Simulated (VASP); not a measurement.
# SiO2 (I-42d) in VASP: a series of runs

Runs on SiO2. Level: PBE. Tasks: relaxation of shape and atoms at fixed volume, relaxation of cell and atoms.

Program: VASP 6.6.1. These are calculated values, not measurements. Logs are shortened: lines on timing, memory, paths and dates and some standing lists are left out, and cuts for length are marked.

**1. The cell of the first run**

It takes space group I-42d (No. 122, tetragonal). The conventional cell has a = 5.141 Å, b = 5.141 Å, c = 7.477 Å, α = 90.00°, β = 90.00°, γ = 90.00°. Within 2.2 Å of Si (site symmetry -4) lie 4 O at 1.64 Å. O (site symmetry 2) has 2 Si at 1.64 Å within 2.2 Å.

**2. Relaxation of shape and atoms at fixed volume, PBE (16.47 Å³/atom)**

INCAR

```
SYSTEM = SiO2
PREC = Accurate
ENCUT = 600
EDIFF = 1E-7
ISMEAR = 0
SIGMA = 0.02
LREAL = .False.
LASPH = .True.
NELM = 60
ALGO = Normal
ISIF = 4
LWAVE = .False.
LCHARG = .False.
GGA = PE
IBRION = 2
NSW = 50
EDIFFG = -0.01
```

KPOINTS

```
Automatic mesh
0
Gamma
  6 6 6
  0 0 0
```

POSCAR

```
SiO2
1.0
   -2.5705795189      2.5705795189      3.7386177900
    2.5705795189     -2.5705795189      3.7386177900
    2.5705795189      2.5705795189     -3.7386177900
Si O
2 4
Direct
    0.0000000000      0.0000000000      0.0000000000
    0.7500000000      0.2500000000      0.5000000000
    0.9551495404      0.6250000000      0.8301495404
    0.3750000000      0.2051495404      0.3301495404
    0.7948504596      0.1250000000      0.1698504596
    0.8750000000      0.0448504596      0.6698504596
```

Potentials or basis: VASP PAW PBE potentials, release 64 (Si, O).

Launch:

```
$ cat potpaw_PBE.64/Si/POTCAR potpaw_PBE.64/O/POTCAR > POTCAR
$ mpirun -np 1 vasp_std > vasp.out
```

OUTCAR:

```text
SYSTEM = SiO2
   PREC = Accurate
   ENCUT = 600
   EDIFF = 1E-7
   ISMEAR = 0
   LREAL = .False.
   LASPH = .True.
   NELM = 60
   ISIF = 4
   GGA = PE
   IBRION = 2
   NSW = 50
   EDIFFG = -0.01

 ion  position               nearest neighbor table
   1  0.000  0.000  0.000-   4 1.64   5 1.64   6 1.64   3 1.64
   2  0.750  0.250  0.500-   3 1.64   5 1.64   6 1.64   4 1.64
   3  0.955  0.625  0.830-   2 1.64   1 1.64
   4  0.375  0.205  0.330-   1 1.64   2 1.64
   5  0.795  0.125  0.170-   1 1.64   2 1.64
   6  0.875  0.045  0.670-   1 1.64   2 1.64

  LATTYP: Found a body centered tetragonal cell.
 ALAT       =     5.1411590378
 C/A-ratio  =     1.4543871382

  Lattice vectors:

 A1 = (  -2.5705795189,   2.5705795189,   3.7386177900)
 A2 = (   2.5705795189,  -2.5705795189,   3.7386177900)
 A3 = (   2.5705795189,   2.5705795189,  -3.7386177900)

Analysis of symmetry for initial positions (statically):
=====================================================================
 Subroutine PRICEL returns:
 Original cell was already a primitive cell.

 Routine SETGRP: Setting up the symmetry group for a
 body centered tetragonal supercell.

 Subroutine GETGRP returns: Found  8 space group operations
 (whereof  4 operations were pure point group operations)
 out of a pool of 16 trial point group operations.

The static configuration has the point symmetry S_4 .
 The point group associated with its full space group is D_2d.

Analysis of symmetry for dynamics (positions and initial velocities):
=====================================================================
 Subroutine PRICEL returns:
 Original cell was already a primitive cell.

 Routine SETGRP: Setting up the symmetry group for a
 body centered tetragonal supercell.

 Subroutine GETGRP returns: Found  8 space group operations
 (whereof  4 operations were pure point group operations)
 out of a pool of 16 trial point group operations.

The dynamic configuration has the point symmetry S_4 .
 The point group associated with its full space group is D_2d.

 Subroutine INISYM returns: Found  8 space group operations
 (whereof  4 operations are pure point group operations),
 and found     1 'primitive' translations

----------------------------------------------------------------------------------------

                                     Primitive cell

  volume of cell :      98.8173

  direct lattice vectors                    reciprocal lattice vectors
    -2.570579519  2.570579519  3.738617790     0.000000000  0.194508669  0.133739266
     2.570579519 -2.570579519  3.738617790     0.194508669  0.000000000  0.133739266
     2.570579519  2.570579519 -3.738617790     0.194508669  0.194508669  0.000000000

  length of vectors
     5.214692810  5.214692810  5.214692810     0.236050447  0.236050447  0.275076797

  position of ions in fractional coordinates (direct lattice)
     0.000000000  0.000000000  0.000000000
     0.750000000  0.250000000  0.500000000
     0.955149540  0.625000000  0.830149540
     0.375000000  0.205149540  0.330149540
     0.794850460  0.125000000  0.169850460
     0.875000000  0.044850460  0.669850460

  ion indices of the primitive-cell ions
   primitive index   ion index
                 1           1
                 2           2
                 3           3
                 4           4
                 5           5
                 6           6

----------------------------------------------------------------------------------------

 KPOINTS: Automatic mesh

Automatic generation of k-mesh.
 Grid dimensions read from file:
 generate k-points for:    6    6    6

 Generating k-lattice:

  Cartesian coordinates                     Fractional coordinates (reciprocal lattice)
     0.000000000  0.032418111  0.022289878     0.166666667  0.000000000 -0.000000000
     0.032418111  0.000000000  0.022289878     0.000000000  0.166666667 -0.000000000
     0.032418111  0.032418111  0.000000000     0.000000000  0.000000000  0.166666667

  Length of vectors
     0.039341741  0.039341741  0.045846133

  Shift w.r.t. Gamma in fractional coordinates (k-lattice)
     0.000000000  0.000000000  0.000000000

 Subroutine IBZKPT returns following result:
 ===========================================

 Found     30 irreducible k-points:

 Following reciprocal coordinates:
            Coordinates               Weight
  0.000000  0.000000  0.000000      1.000000
  0.166667 -0.000000  0.000000      8.000000
  0.333333 -0.000000  0.000000      8.000000
  0.500000 -0.000000  0.000000      4.000000
  0.166667  0.166667  0.000000      8.000000
  0.333333  0.166667  0.000000     16.000000
[... 16 lines left out ...]
 -0.333333 -0.333333  0.166667      8.000000
 -0.166667 -0.333333  0.166667      8.000000
 [... further k-points ...]
   k-points           NKPTS =     30   k-points in BZ     NKDIM =     30   number of bands    NBANDS=     20
   number of dos      NEDOS =    301   number of ions     NIONS =      6
   total plane-waves  NPLWV =  74088
   dimension x,y,z NGX =    42 NGY =   42 NGZ =   42
   dimension x,y,z NGXF=    84 NGYF=   84 NGZF=   84
   ions per type =               2   4
   NGX,Y,Z   is equivalent  to a cutoff of  13.39, 13.39, 13.39 a.u.
   NGXF,Y,Z  is equivalent  to a cutoff of  26.78, 26.78, 26.78 a.u.
 SYSTEM =  SiO2
   PREC   = accura    normal or accurate (medium, high low for compatibility)
   ISTART =      0    job   : 0-new  1-cont  2-samecut
   ICHARG =      2    charge: 1-file 2-atom 10-const
   ISPIN  =      1    spin polarized calculation?
   LNONCOLLINEAR =      F non collinear calculations
   LSORBIT =      F    spin-orbit coupling
   LASPH  =      T    aspherical Exc in radial PAW
   ENCUT  =  600.0 eV  44.10 Ry    6.64 a.u.  10.42 10.42 10.42*2*pi/ulx,y,z
   NELM   =     60;   NELMIN=  2; NELMDL= -5     # of ELM steps
   EDIFF  = 0.1E-06   stopping-criterion for ELM
   LREAL  =      F    real-space projection
   EDIFFG = -.1E-01   stopping-criterion for IOM
   NSW    =     50    number of steps for IOM
   IBRION =      2    ionic relax: 0-MD 1-quasi-New 2-CG
   NFREE  =      1    steps in history (QN), initial steepest desc. (CG)
   ISIF   =      4    stress and relaxation
   ISYM   =      2    0-nonsym 1-usesym 2-fastsym
   POTIM  = 0.5000    time-step for ionic-motion
   TEBEG  =    0.0;   TEEND  =   0.0 temperature during run
   PSTRESS=    0.0 pullay stress
   NELECT =      32.0000    total number of electrons
   NUPDOWN=      -1.0000    fix difference up-down
   EMIN   =  10.00;   EMAX   =-10.00  energy-range for DOS
   EFERMI =   0.00;   METHOD = LEGACY
   ISMEAR =     0;   SIGMA  =   0.02  broadening in eV -4-tet -1-fermi 0-gaus
   EFERMI_NEDOS =   21; number of points for ismear=-14 and -15
   IALGO  =     38    algorithm
   IMIX   =      4    mixing-type and parameters
     AMIX     =   0.40;   BMIX     =  1.00
     AMIX_MAG =   1.60;   BMIX_MAG =  1.00
  volume/ion in A,a.u.               =      16.47       111.14
  Fermi-wavevector in a.u.,A,eV,Ry     =   1.124209  2.124447 17.195671  1.263846
  Thomas-Fermi vector in A             =   2.260880
   LORBIT       =      0    0 simple, 1 ext, 2 COOP (PROOUT), +10 PAW based schemes
   GGA     = PE    functional components
   LHFCALC =     F    Hartree Fock is set to
   AEXX    =    0.0000 exact exchange contribution
   IVDW    =     0    specifies the selected vdW correction
   LEPSILON=     F    determine dielectric tensor
   LRPA    =     F    only Hartree local field effects (RPA)
 conjugate gradient relaxation of ions
 non-spin polarized calculation
 Gauss-broadening in eV      SIGMA  =   0.02
  energy-cutoff  :      600.00
  volume of cell :       98.82
 maximum number of plane-waves:      3327
 NGX is ok and might be reduce to    42
   NGX = 21   NGY = 21   NGZ = 21

--------------------------------------- Ionic step        1  -------------------------------------------

 number of electron      31.9999996 magnetization

 Free energy of the ion-electron system (eV)
  ---------------------------------------------------
  ext. energy  EPLUGINS =         0.00000000
  ---------------------------------------------------
  free energy    TOTEN  =       -47.46318229 eV

  energy without entropy =      -47.46318229  energy(sigma->0) =      -47.46318229

------------------------ aborting loop because EDIFF is reached ----------------------------------------

  FORCE on cell =-STRESS in cart. coord.  units (eV):
  Direction    XX          YY          ZZ          XY          YZ          ZX
  --------------------------------------------------------------------------------------
  -------------------------------------------------------------------------------------
  Total       -2.9758643     -2.9758643     -2.9765484      0.0000000      0.0000000      0.0000000
  in kB      -48.2492491    -48.2492491    -48.2603409      0.0000000      0.0000000      0.0000000
  external PRESSURE =     -48.2529464 kB  Pullay stress =       0.0000000 kB

 VOLUME and BASIS-vectors are now :
 -----------------------------------------------------------------------------
  energy-cutoff  :      600.00
  volume of cell :       98.82
      direct lattice vectors                 reciprocal lattice vectors
    -2.570579519  2.570579519  3.738617790     0.000000000  0.194508669  0.133739266
     2.570579519 -2.570579519  3.738617790     0.194508669  0.000000000  0.133739266
     2.570579519  2.570579519 -3.738617790     0.194508669  0.194508669  0.000000000
[... 201 lines left out ...]
 POSITION                                       TOTAL-FORCE (eV/Angst)
 -----------------------------------------------------------------------------------
      0.00000      0.00000      0.00000         0.000000     -0.000000     -0.000000
      0.00000      2.57511      1.86273         0.000000     -0.000000     -0.000000
      1.28756      2.91799      2.79410         0.000000     -0.000106      0.000000
      0.34287      1.28756      0.93137        -0.000106     -0.000000      0.000000
     -1.28756      2.23224      2.79410         0.000000      0.000106      0.000000
     -0.34287      3.86267      0.93137         0.000106      0.000000      0.000000
 -----------------------------------------------------------------------------------
    total drift:                                0.000001      0.000001      0.000002

  FREE ENERGIE OF THE ION-ELECTRON SYSTEM (eV)
  ---------------------------------------------------
  free  energy   TOTEN  =       -47.4956892930 eV

  energy  without entropy=      -47.4956892930  energy(sigma->0) =      -47.49568929

--------------------------------------- Ionic step        7  -------------------------------------------

 number of electron      32.0000003 magnetization

 Free energy of the ion-electron system (eV)
  ---------------------------------------------------
  ext. energy  EPLUGINS =         0.00000000
  ---------------------------------------------------
  free energy    TOTEN  =       -47.49591617 eV

  energy without entropy =      -47.49591617  energy(sigma->0) =      -47.49591617

 E-fermi :  -0.7115     XC(G=0):  -7.6933

 val. band max:       -0.8752855447   @ k =   0.0000   0.0000   0.0000
 cond. band min:       4.6614039904   @ k =   0.0000   0.0000   0.0000
 fundamental gap:      5.5366895351
 Fermi energy:        -0.7115405523

 k-point     1 :       0.0000    0.0000    0.0000
  band No.  band energies     occupation
      1     -20.0347      2.00000
      2     -18.0717      2.00000
      3     -18.0717      2.00000
      4     -18.0391      2.00000
      5     -10.4517      2.00000
      6      -6.5284      2.00000
[... 12 lines left out ...]
     19       8.5099      0.00000
     20       8.5910      0.00000
[... 507 lines left out ...]
 k-point    24 :      -0.1667   -0.3333    0.1667
  band No.  band energies     occupation
      1     -19.7666      2.00000
      2     -18.4851      2.00000
      3     -18.0838      2.00000
      4     -18.0766      2.00000
      5      -9.6879      2.00000
      6      -6.9433      2.00000
[... 12 lines left out ...]
     19       8.5047      0.00000
     20       9.1559      0.00000

 [... further k-points ...]
[... 5 lines left out ...]
  --------------------------------------------------------------------------------------
  -------------------------------------------------------------------------------------
  Total       -0.8135097     -0.8135097     -0.8167334      0.0000000     -0.0000000      0.0000000
  in kB      -13.1898593    -13.1898593    -13.2421272      0.0000000     -0.0000000      0.0000000
  external PRESSURE =     -13.2072820 kB  Pullay stress =       0.0000000 kB

 VOLUME and BASIS-vectors are now :
 -----------------------------------------------------------------------------
  energy-cutoff  :      600.00
  volume of cell :       98.82
      direct lattice vectors                 reciprocal lattice vectors
    -2.578855913  2.578855913  3.714659396     0.000000000  0.193884427  0.134601843
     2.578855913 -2.578855913  3.714659396     0.193884427  0.000000000  0.134601843
     2.578855913  2.578855913 -3.714659396     0.193884427  0.193884427  0.000000000

 POSITION                                       TOTAL-FORCE (eV/Angst)
 -----------------------------------------------------------------------------------
      0.00000      0.00000      0.00000         0.000000      0.000000      0.000000
      0.00000      2.57886      1.85733        -0.000000      0.000000     -0.000000
      1.28943      2.92125      2.78599        -0.000000     -0.000255      0.000000
      0.34239      1.28943      0.92866        -0.000255      0.000000      0.000000
     -1.28943      2.23647      2.78599         0.000000      0.000255      0.000000
     -0.34239      3.86828      0.92866         0.000255      0.000000      0.000000
 -----------------------------------------------------------------------------------
    total drift:                                0.000001      0.000001      0.000001

  FREE ENERGIE OF THE ION-ELECTRON SYSTEM (eV)
  ---------------------------------------------------
  free  energy   TOTEN  =       -47.4959161661 eV

  energy  without entropy=      -47.4959161661  energy(sigma->0) =      -47.49591617

 reached required accuracy - stopping structural energy minimisation
```

Run time: 3.3 min. Hardware: 1 thread of AMD EPYC 9R45 (Zen 5), shared host; peak memory 0.25 GiB.

What came out:

```
Free energy               : -47.4959 eV
Energy gained by relaxing : 5.5 meV/atom
Ionic steps               : 7
Pressure after relaxing   : -1.3 GPa
Band gap on the k mesh    : 5.54 eV
```

Step by step:
```tsv
step	energy change (eV)	largest force (eV/Å)	pressure (GPa)	volume (Å³)
1	0.0000	0.2464	-4.83	98.82
2	-0.0105	0.1972	-4.22	98.82
3	-0.0289	0.0654	-2.44	98.82
4	-0.0316	0.0099	-1.58	98.82
5	-0.0317	0.0005	-1.42	98.82
6	-0.0325	0.0001	-1.37	98.82
7	-0.0327	0.0003	-1.32	98.82
```

Final structure:
```
Si O
1.0
    -2.57886    2.57886    3.71466
     2.57886   -2.57886    3.71466
     2.57886    2.57886   -3.71466
Si O
2 4
Direct
  0.00000 0.00000 0.00000
  0.75000 0.25000 0.50000
  0.94138 0.62500 0.81638
  0.37500 0.19138 0.31638
  0.80862 0.12500 0.18362
  0.87500 0.05862 0.68362
```

Levels at points of the mesh, in eV from the valence-band top:
| k point | band 12 | band 13 | band 14 | band 15 | band 16 | band 17 | band 18 | band 19 | band 20 |
| --- | --- | --- | --- | --- | --- | --- | --- | --- | --- |
| (0.00, 0.00, 0.00) | -1.77 | -1.75 | -0.38 | 0.00 | 0.00 | 5.54 | 8.65 | 9.39 | 9.47 |
| (0.50, 0.00, 0.00) | -1.74 | -1.66 | -0.87 | -0.70 | -0.08 | 7.64 | 8.48 | 9.13 | 9.96 |
| (0.50, 0.50, 0.00) | -2.20 | -1.15 | -1.15 | -0.47 | -0.47 | 8.55 | 8.55 | 10.03 | 10.03 |
| (0.50, 0.50, 0.50) | -2.20 | -1.40 | -1.40 | -0.48 | -0.48 | 8.48 | 8.48 | 10.53 | 10.53 |

**3. Relaxation of shape and atoms at fixed volume, PBE (17.09 Å³/atom)**

This run uses another cell than the first one, of 17.09 Å³/atom.

INCAR

```
PREC = Accurate ; ENCUT = 600
EDIFF = 1E-6 ; ISMEAR = 0
SIGMA = 0.02 ; LREAL = False
LASPH = True ; NELM = 80
ALGO = Normal ; ISIF = 4
LWAVE = False ; LCHARG = False
GGA = PE ; IBRION = 2
NSW = 50 ; EDIFFG = -0.01
```

KPOINTS

```
Automatic mesh
0
Gamma
  6 6 6
```

POSCAR

```
SiO2
1.0
   -2.6102881079      2.6102881079      3.7625569704
    2.6102881079     -2.6102881079      3.7625569704
    2.6102881079      2.6102881079     -3.7625569704
Si O
2 4
Direct
    0.0000000000      0.0000000000      0.0000000000
    0.7500000000      0.2500000000      0.5000000000
    0.9419575887      0.6250000000      0.8169575887
    0.3750000000      0.1919575887      0.3169575887
    0.8080424113      0.1250000000      0.1830424113
    0.8750000000      0.0580424113      0.6830424113
```

Potentials or basis: VASP PAW PBE potentials, release 64 (Si, O).

Launch:

```
$ cat potpaw_PBE.64/Si/POTCAR potpaw_PBE.64/O/POTCAR > POTCAR
$ mpirun -np 1 vasp_std > vasp.out
```

It took 3.5 min on 1 thread of AMD EPYC 9R45 (Zen 5), shared host; peak memory 0.25 GiB.

Results (log left out):

```
Free energy                  : -47.4634 eV
Energy gained by relaxing    : 8.9 meV/atom
Ionic steps                  : 8
Pressure after relaxing      : -2.2 GPa
Largest force after relaxing : 0.005 eV/Å
Band gap on the k mesh       : 5.40 eV
```

Forces on the atoms (eV/Å):
```
Si   0.000  0.000  0.000
Si   0.000  0.000  0.000
O    0.000 -0.005  0.000
O   -0.005  0.000  0.000
O    0.000  0.005  0.000
O    0.005  0.000  0.000
```

Step by step:
```
step  energy change (eV)  largest force (eV/Å)  pressure (GPa)  volume (Å³)
   1              0.0000                0.2630           -6.39       102.55
   2             -0.0123                0.2247           -5.88       102.55
   3             -0.0381                0.1190           -4.40       102.55
   4             -0.0514                0.0160           -1.84       102.55
   5             -0.0518                0.0069           -2.12       102.55
   6             -0.0518                0.0034           -2.32       102.55
   7             -0.0532                0.0049           -2.25       102.55
   8             -0.0533                0.0049           -2.22       102.55
```

Final structure:
```xyz
6
Lattice="-2.6200 2.6200 3.7347 2.6200 -2.6200 3.7347 2.6200 2.6200 -3.7347" Properties=species:S:1:pos:R:3 pbc="T T T"
Si    0.0000    0.0000    0.0000
Si    0.0000    2.6200    1.8673
O     1.3100    2.8562    2.8010
O     0.2362    1.3100    0.9337
O    -1.3100    2.3838    2.8010
O    -0.2362    3.9300    0.9337
```

Levels at points of the mesh, in eV from the valence-band top:
| k point | band 13 | band 14 | band 15 | band 16 | band 17 | band 18 | band 19 | band 20 |
| --- | --- | --- | --- | --- | --- | --- | --- | --- |
| (0.00, 0.00, 0.00) | -1.86 | -0.19 | 0.00 | 0.00 | 5.40 | 8.58 | 8.81 | 8.96 |
| (0.50, 0.00, 0.00) | -1.77 | -0.91 | -0.82 | -0.03 | 7.44 | 8.25 | 8.81 | 9.97 |
| (0.50, 0.50, 0.00) | -1.25 | -1.25 | -0.55 | -0.55 | 8.34 | 8.34 | 10.07 | 10.07 |
| (0.50, 0.50, 0.50) | -1.37 | -1.37 | -0.56 | -0.56 | 8.30 | 8.30 | 10.41 | 10.41 |

A k mesh can miss the band edges.

(Continued in part 2 of 2.)
